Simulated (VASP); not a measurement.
# Rb (P6_3/mmc) in VASP: further runs

Runs on Rb. Level: PBE. Tasks: single point, relaxation of shape and atoms at fixed volume.

All numbers are computed with VASP 6.6.1; they aren't measurements. Logs are shortened: lines on timing, memory, paths and dates and some standing lists are left out, and cuts for length are marked.

**1. The cell of the first run**

It takes space group P6_3/mmc (No. 194, hexagonal). The conventional cell has a = 3.998 Å, b = 3.998 Å, c = 13.230 Å, α = 90.00°, β = 90.00°, γ = 120.00°. Within 5.2 Å of Rb (site symmetry -3m) lie 12 Rb at 4.00 to 4.03 Å. Within 5.2 Å of Rb (site symmetry -6m2) lie 12 Rb at 4.00 to 4.03 Å.

This isn't the form of Rb at room conditions, which is bcc.

**2. Single point, PBE, collinear spin, zero start**

Contents of INCAR:

```
SYSTEM = Rb
ALGO     = Normal         ! electronic algorithm
EDIFF    = 1E-6           ! SCF threshold, eV
ENCUT    = 520            ! plane-wave cutoff, eV
GGA      = PE             ! functional
ISIF     = 2              ! what is computed and relaxed
ISMEAR   = -1             ! smearing method
ISPIN    = 2              ! spin polarisation
LASPH    = .True.         ! aspherical terms in the spheres
LCHARG   = .True.         ! write CHGCAR
LELF     = .True.         ! ELF
LORBIT   = 11             ! projections on sites
LREAL    = .False.        ! projectors in reciprocal space
LVHAR    = .True.       
LWAVE    = .False.        ! write WAVECAR
MAGMOM   = 0 0 0 0        ! initial moments
NBANDS   = 30             ! bands
NELM     = 150            ! most SCF steps
PREC     = Accurate       ! precision mode
SIGMA    = 0.1            ! smearing width, eV
```

Contents of KPOINTS:

```
k-points
0
Gamma
  7 7 2
  0 0 0
```

Contents of POSCAR:

```
Rb
1.0
    3.9981466362      0.0000000000      0.0000000000
   -1.9990733181      3.4624965550      0.0000000000
    0.0000000000      0.0000000000     13.2298921841
Rb
4
Direct
    0.0000000000      0.0000000000      0.0000000000
    0.0000000000      0.0000000000      0.5000000000
    0.3333333333      0.6666666667      0.2500000000
    0.6666666667      0.3333333333      0.7500000000
```

Potentials or basis: VASP PAW PBE potentials, release 64 (Rb_sv).

The run is started by

```sh
$ cat potpaw_PBE.64/Rb_sv/POTCAR > POTCAR
$ mpirun -np 1 vasp_std > vasp.out
```

OUTCAR:

```text
SYSTEM = Rb
   EDIFF = 1E-6
   ENCUT = 520
   GGA = PE
   ISIF = 2
   ISMEAR = -1
   ISPIN = 2
   LASPH = .True.
   LORBIT = 11
   LREAL = .False.
   NELM = 150
   PREC = Accurate

 ion  position               nearest neighbor table
   1  0.000  0.000  0.000-   3 4.03   4 4.03   3 4.03   4 4.03   4 4.03   3 4.03   4 5.68   3 5.68
                             3 5.68   4 5.68   3 5.68   4 5.68
   2  0.000  0.000  0.500-   3 4.03   4 4.03   3 4.03   4 4.03   4 4.03   3 4.03   4 5.68   3 5.68
                             3 5.68   4 5.68   3 5.68   4 5.68
   3  0.333  0.667  0.250-   1 4.03   2 4.03   1 4.03   2 4.03   1 4.03   2 4.03   1 5.68   2 5.68
                             1 5.68   2 5.68   1 5.68   2 5.68
   4  0.667  0.333  0.750-   1 4.03   2 4.03   1 4.03   2 4.03   1 4.03   2 4.03   1 5.68   2 5.68
                             1 5.68   2 5.68   1 5.68   2 5.68

  LATTYP: Found a hexagonal cell.
 ALAT       =     3.9981466362
 C/A-ratio  =     3.3090062441

  Lattice vectors:

 A1 = (   3.9981466362,   0.0000000000,   0.0000000000)
 A2 = (  -1.9990733181,   3.4624965550,   0.0000000000)
 A3 = (   0.0000000000,   0.0000000000,  13.2298921841)

Analysis of symmetry for initial positions (statically):
=====================================================================
 Subroutine PRICEL returns:
 Original cell was already a primitive cell.

 Routine SETGRP: Setting up the symmetry group for a
 hexagonal supercell.

 Subroutine GETGRP returns: Found 24 space group operations
 (whereof 12 operations were pure point group operations)
 out of a pool of 24 trial point group operations.

The static configuration has the point symmetry D_3d.
 The point group associated with its full space group is D_6h.

Analysis of symmetry for dynamics (positions and initial velocities):
=====================================================================
 Subroutine PRICEL returns:
 Original cell was already a primitive cell.

 Routine SETGRP: Setting up the symmetry group for a
 hexagonal supercell.

 Subroutine GETGRP returns: Found 24 space group operations
 (whereof 12 operations were pure point group operations)
 out of a pool of 24 trial point group operations.

The dynamic configuration has the point symmetry D_3d.
 The point group associated with its full space group is D_6h.

Analysis of structural, dynamic, and magnetic symmetry:
=====================================================================
 Subroutine PRICEL returns:
 Original cell was already a primitive cell.

 Routine SETGRP: Setting up the symmetry group for a
 hexagonal supercell.

 Subroutine GETGRP returns: Found 24 space group operations
 (whereof 12 operations were pure point group operations)
[... 129 lines left out ...]
 spin polarized calculation
  energy-cutoff  :      520.00
  volume of cell :      183.15
 maximum number of plane-waves:      4987
 NGX is ok and might be reduce to    30
   NGX = 15   NGY = 15   NGZ = 49

 number of electron      35.9999998 magnetization      -0.0000274

 number of electron      35.9999998 magnetization       0.0000485

 Free energy of the ion-electron system (eV)
  ---------------------------------------------------
  ext. energy  EPLUGINS =         0.00000000
  ---------------------------------------------------
  free energy    TOTEN  =        -1.63453285 eV

  energy without entropy =       -1.52034929  energy(sigma->0) =       -1.57744107

 E-fermi :   2.2620     XC(G=0):  -7.4522

 val. band max:        2.2056133393   @ k =   0.4286   0.0000   0.0000
 cond. band min:       2.3740411852   @ k =   0.4286   0.1429   0.0000
 fundamental gap:      0.1684278459
 Fermi energy:         2.2620413129

 spin component 1

 k-point     1 :       0.0000    0.0000    0.0000
  band No.  band energies     occupation
      1     -26.6993      1.00000
      2     -26.6640      1.00000
      3     -26.6583      1.00000
      4     -26.6225      1.00000
      5     -11.2424      1.00000
      6     -10.8760      1.00000
[... 517 lines left out ...]
     29       6.3363      0.00000
     30       6.3363      0.00000
 Fermi energy:         2.2620413129

 spin component 2

 k-point     1 :       0.0000    0.0000    0.0000
  band No.  band energies     occupation
      1     -26.6993      1.00000
      2     -26.6641      1.00000
      3     -26.6583      1.00000
      4     -26.6225      1.00000
      5     -11.2423      1.00000
      6     -10.8759      1.00000
[... 517 lines left out ...]
     29       6.3363      0.00000
     30       6.3363      0.00000

------------------------ aborting loop because EDIFF is reached ----------------------------------------

  FORCE on cell =-STRESS in cart. coord.  units (eV):
  Direction    XX          YY          ZZ          XY          YZ          ZX
  --------------------------------------------------------------------------------------
  -------------------------------------------------------------------------------------
  Total        7.3562037      7.3562037      7.0819394      0.0000000      0.0000000      0.0000000
  in kB       64.3516896     64.3516896     61.9524402      0.0000000      0.0000000      0.0000000
  external PRESSURE =      63.5519398 kB  Pullay stress =       0.0000000 kB

 VOLUME and BASIS-vectors are now :
 -----------------------------------------------------------------------------
  energy-cutoff  :      520.00
  volume of cell :      183.15
      direct lattice vectors                 reciprocal lattice vectors
     3.998146636  0.000000000  0.000000000     0.250115889  0.144404476  0.000000000
    -1.999073318  3.462496555  0.000000000     0.000000000  0.288808952  0.000000000
     0.000000000  0.000000000 13.229892184     0.000000000  0.000000000  0.075586406

 POSITION                                       TOTAL-FORCE (eV/Angst)
 -----------------------------------------------------------------------------------
      0.00000      0.00000      0.00000        -0.000000      0.000000      0.000000
      0.00000      0.00000      6.61495        -0.000000      0.000000      0.000000
     -0.00000      2.30833      3.30747         0.000000      0.000000      0.000000
      1.99907      1.15417      9.92242        -0.000000     -0.000000      0.000000
 -----------------------------------------------------------------------------------
    total drift:                               -0.000000      0.000000     -0.000000

  FREE ENERGIE OF THE ION-ELECTRON SYSTEM (eV)
  ---------------------------------------------------
  free  energy   TOTEN  =        -1.6345328475 eV

  energy  without entropy=       -1.5203492933  energy(sigma->0) =       -1.57744107

 total charge

# of ion       s       p       d       tot
------------------------------------------
    1        1.994   5.289   0.034   7.317
    2        1.994   5.289   0.034   7.317
    3        1.994   5.290   0.034   7.317
    4        1.994   5.290   0.034   7.317
--------------------------------------------------
tot          7.976  21.157   0.135  29.268

 magnetization (x)

# of ion       s       p       d       tot
------------------------------------------
    1       -0.000  -0.000  -0.000  -0.000
    2       -0.000  -0.000  -0.000  -0.000
    3       -0.000  -0.000  -0.000  -0.000
    4       -0.000  -0.000  -0.000  -0.000
--------------------------------------------------
tot         -0.000  -0.000  -0.000  -0.000
```

stdout:

```text
POSCAR found type information on POSCAR Rb
 POSCAR found :  1 types and       4 ions
 scaLAPACK will be used
 LDA part: xc-table for (Slater+PW92), standard interpolation
 POSCAR, INCAR and KPOINTS ok, starting setup
 FFT: planning ... GRIDC
 FFT: planning ... GRID_SOFT
 FFT: planning ... GRID
 WAVECAR not read
 entering main loop
```

Wall time 73 s (1 thread of Intel Xeon 6975P-C (Granite Rapids), shared host); peak memory 0.4 GiB.

What came out:

```
Free energy                                           : -1.6345 eV
Pressure                                              : 6.4 GPa
Band gap on the k mesh                                : zero (filled and empty bands overlap)
Net moment                                            : 0.00 μB per cell
Valence electrons inside the program's atomic spheres : Rb 7.32
```

Caveat: the cell stands under pressure.

**3. Relaxation of shape and atoms at fixed volume, PBE**

This run uses another cell than the first one, of 39.38 Å³/atom.

Contents of INCAR:

```
PREC = Accurate
ENCUT = 600
EDIFF = 1E-6
ISMEAR = -1
SIGMA = 0.1
LREAL = False
LASPH = True
NELM = 100
ALGO = Normal
ISIF = 4
LWAVE = False
LCHARG = False
GGA = PE
IBRION = 2
NSW = 50
EDIFFG = -0.005
```

Contents of KPOINTS:

```
regular mesh
0
Gamma
  7 7 2
```

Contents of POSCAR:

```
Rb
1.0
    3.8021116746      0.0000000000      0.0000000000
   -1.9010558373      3.2927252982      0.0000000000
    0.0000000000      0.0000000000     12.5812112719
Rb
4
Direct
    0.0000000000      0.0000000000      0.0000000000
    0.0000000000      0.0000000000      0.5000000000
    0.3333333333      0.6666666667      0.2500000000
    0.6666666667      0.3333333333      0.7500000000
```

Potentials or basis: VASP PAW PBE potentials, release 64 (Rb_sv).

The run is started by

```sh
$ cat potpaw_PBE.64/Rb_sv/POTCAR > POTCAR
$ mpirun -np 1 vasp_std > vasp.out
```

Wall time 2.4 min (1 thread of Intel Xeon Platinum 8488C (Sapphire Rapids), shared host); peak memory 0.32 GiB.

It converged, with:

```
Free energy               : -0.3694 eV
Energy gained by relaxing : 0.5 meV/atom
Ionic steps               : 5
Pressure after relaxing   : 9.7 GPa
Band gap on the k mesh    : zero (bands 18 and 19 overlap by 2.20 eV)
```

The path:
```csv
step,energy change (eV),largest force (eV/Å),pressure (GPa),volume (Å³)
1,0.0000,0.0000,9.71,157.51
2,-0.0007,0.0000,9.72,157.51
3,-0.0017,0.0000,9.72,157.51
4,-0.0017,0.0000,9.72,157.51
5,-0.0020,0.0000,9.72,157.51
```

Final structure:
```xyz
4
Lattice="3.8255 0.0000 0.0000 -1.9128 3.3130 0.0000 0.0000 0.0000 12.4278" Properties=species:S:1:pos:R:3 pbc="T T T"
Rb    0.0000    0.0000    0.0000
Rb    0.0000    0.0000    6.2139
Rb    0.0000    2.2087    3.1069
Rb    1.9128    1.1043    9.3208
```

Levels at points of the mesh, in eV from the Fermi level:
| k point | band 15 | band 16 | band 17 | band 18 | band 19 | band 20 | band 21 | band 22 |
| --- | --- | --- | --- | --- | --- | --- | --- | --- |
| (0.00, 0.00, 0.00) | -12.65 | -12.64 | -2.98 | -1.54 | -1.54 | -0.27 | 2.27 | 2.61 |
| (0.00, 0.00, 0.50) | -12.67 | -12.67 | -2.56 | -2.56 | -0.58 | -0.58 | 2.22 | 2.22 |
